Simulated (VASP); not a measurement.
BiTe, 2 atoms in the cell. Symmetry: F-43m, No. 216, cubic system. The conventional cell has a = 7.017 Å, b = 7.017 Å, c = 7.017 Å, α = 90.00°, β = 90.00°, γ = 90.00°. Within 4.0 Å of Bi (site symmetry -43m) lie 4 Te at 3.04 Å. Within 4.0 Å of Te (site symmetry -43m) lie 4 Bi at 3.04 Å. 

| Property | Result |
| --- | --- |
| Program | VASP 6.6.1 |
| Task | single point |
| Functional | PBE |
| Potentials or basis | VASP PAW PBE potentials, release 64 (Bi_d, Te) |
| Cutoff | 520 eV |
| k mesh | 8 × 8 × 8 |
| Occupations | gaussian, width 0.05 eV |
| Spin | no spin polarisation |
| Dipole correction | no |
| Further INCAR settings | ALGO = Normal; EDIFF = 1e-07; NBANDS = 18 |

Potentials or basis: VASP PAW PBE potentials, release 64 (Bi_d, Te).

Command:

```console
$ cat potpaw_PBE.64/Bi_d/POTCAR potpaw_PBE.64/Te/POTCAR > POTCAR
$ mpirun -np 1 vasp_std > vasp.out
```

Hardware: 1 thread of Intel(R) Xeon(R) Platinum 8259CL CPU @ 2.50GHz (Skylake/Cascade Lake) (shared host).

Task: How long does it take, and how much memory?

Result: It took 63 s on 1 thread of Intel(R) Xeon(R) Platinum 8259CL CPU @ 2.50GHz (Skylake/Cascade Lake), on a shared host, peak memory 0.25 GiB. Counts: scf iterations 15, k points 29.
